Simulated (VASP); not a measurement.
Crystal: Hf.

```xyz
2
Lattice="3.1600 0.0000 0.0000 -1.5800 2.7366 0.0000 0.0000 0.0000 5.1603" Properties=species:S:1:pos:R:3 pbc="T T T"
Hf    0.0000    1.8244    1.2901
Hf    1.5800    0.9122    3.8702
```

| Item | Value |
| --- | --- |
| Program | VASP 6.6.1 |
| Task | relaxation of cell and atoms |
| Functional | PBEsol |
| Potentials or basis | VASP PAW PBE potentials, release 64 (Hf_pv) |
| Cutoff | 600 eV |
| k mesh | 9 × 9 × 5 |
| Occupations | gaussian, width 0.1 eV |
| Spin | no spin polarisation |

At the start: pressure -4.1 GPa; volume 22.31 Å³/atom.

Problem. Where does the relaxation end?

Solution. Over 7 steps the energy falls by 17.6 meV/atom and the volume is 21.52 Å³/atom (-3.6 %); space group P6_3/mmc (No. 194, to 0.1 Å) before and after.

The path:
| step | energy change (eV) | largest force (eV/Å) | pressure (GPa) | volume (Å³) |
| --- | --- | --- | --- | --- |
| 1 | 0.0000 | 0.0000 | -4.06 | 44.62 |
| 2 | -0.0003 | 0.0000 | 5.88 | 41.06 |
| 3 | -0.0308 | 0.0000 | 0.53 | 42.78 |
| 4 | -0.0351 | 0.0000 | 0.20 | 42.96 |
| 5 | -0.0352 | 0.0000 | 0.17 | 42.97 |
| 6 | -0.0351 | 0.0000 | -0.19 | 43.10 |
| 7 | -0.0352 | 0.0000 | 0.00 | 43.04 |

Final structure:
```xyz
2
Lattice="3.1558 0.0000 0.0000 -1.5779 2.7330 0.0000 0.0000 0.0000 4.9898" Properties=species:S:1:pos:R:3 pbc="T T T"
Hf    0.0000    1.8220    1.2475
Hf    1.5779    0.9110    3.7424
```

Caveat: the PAW data sets were made with another functional, which shifts forces and pressure a little.
